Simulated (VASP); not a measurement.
Input of a VASP 6.6.1 run:

INCAR

```
PREC     = Accurate       # precision mode
ENCUT    = 500            # plane-wave cutoff, eV
EDIFF    = 1E-6           # SCF threshold, eV
ISMEAR   = 0              # smearing method
SIGMA    = 0.02           # smearing width, eV
LREAL    = False          # projectors in reciprocal space
LASPH    = True           # aspherical terms in the spheres
NELM     = 120            # most SCF steps
ALGO     = Normal         # electronic algorithm
ISIF     = 2              # what is computed and relaxed
LWAVE    = False          # write WAVECAR
LCHARG   = False          # write CHGCAR
GGA      = PS             # functional
NBANDS   = 11             # bands
GGA_COMPAT= False
```

File KPOINTS:

```
Automatic mesh
0
Gamma
  8 8 8
```

File POSCAR:

```
AlAs
1.0
    0.0000000000      2.8372289489      2.8372289489
    2.8372289489      0.0000000000      2.8372289489
    2.8372289489      2.8372289489      0.0000000000
Al As
1 1
Direct
    0.0000000000      0.0000000000      0.0000000000
    0.2500000000      0.2500000000      0.2500000000
```

Potentials or basis: VASP PAW PBE potentials, release 64 (Al, As).

The run is started by

```console
$ cat potpaw_PBE.64/Al/POTCAR potpaw_PBE.64/As/POTCAR > POTCAR
$ mpirun -np 1 vasp_std > vasp.out
```

Q: Predict the pressure.

A: 0.3 GPa.

Q: What does it give for the band gap on the k mesh?

A: 1.33 eV, indirect (least direct gap 1.92 eV).

Caveat: the PAW data sets were made with another functional, which shifts forces and pressure a little. A k mesh can miss the band edges.
